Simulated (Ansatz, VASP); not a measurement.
**Two plane-wave programs on Mo3W2**

```
CELL_PARAMETERS angstrom
0.00000 2.24330 11.20563
1.58511 0.00000 11.20563
1.58511 2.24330 0.00000
ATOMIC_POSITIONS crystal
Mo 0.90049 0.90049 0.09951
Mo 0.50000 0.50000 0.50000
Mo 0.09951 0.09951 0.90049
W 0.69966 0.69966 0.30034
W 0.30034 0.30034 0.69966
```

Alike in both runs: functional PBE; k mesh 14 × 14 × 14; occupations gaussian, width 0.1 eV; no spin polarisation.

Ansatz relaxed the structure, and its values are those at the end. VASP's run is a single point on that final structure, the one shown.

|  | VASP | Ansatz |
| --- | --- | --- |
| version | VASP 6.6.1 | Ansatz 0.2.0 |
| potentials or method | VASP PAW PBE potentials, release 64 (Mo_sv, W_sv), cutoff 520 eV | scalar-relativistic, plane waves, PAW |
| valence electrons in the cell | 70 | 70 |

|  | VASP | Ansatz | Ansatz less VASP |
| --- | --- | --- | --- |
| gap on the k mesh at the Fermi level (eV) | none | none | - |
| pressure (GPa) | 0.5 | 0.0 | -0.51 |

A gap of «none» marks a metal or a gap that the smearing closes.

Spin-orbit coupling is off throughout.
